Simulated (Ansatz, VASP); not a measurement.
**Two plane-wave programs on Ca3Sc**

```
Ca Sc
1.0
     5.26331    0.00000    0.00000
     0.00000    5.26331    0.00000
     0.00000    0.00000    5.26331
Ca Sc
3 1
Direct
  0.00000 0.50000 0.50000
  0.50000 0.00000 0.50000
  0.50000 0.50000 0.00000
  0.00000 0.00000 0.00000
```

Change from the starting cell: species swapped into the Nd3Al type (Pm-3m, No. 221).

Alike in both runs: functional PBE; k mesh 4 × 4 × 4; occupations gaussian, width 0.1 eV; no spin polarisation.

Ansatz relaxed the structure, and its values are those at the end. VASP's run is a single point on that final structure, the one shown.

```csv
,VASP,Ansatz
version,VASP 6.6.1,Ansatz 0.2.0
potentials or method,"VASP PAW PBE potentials, release 64 (Ca_sv, Sc_sv), cutoff 520 eV","scalar-relativistic, plane waves, PAW"
valence electrons in the cell,41,41
```

```tsv
	VASP	Ansatz	Ansatz less VASP
gap on the k mesh at the Fermi level (eV)	none	none	-
pressure (GPa)	0.3	0.3	-0.03
```

A gap of «none» marks a metal or a gap that the smearing closes. With one functional, cell and mesh, what is left measures potentials, basis and numerics.
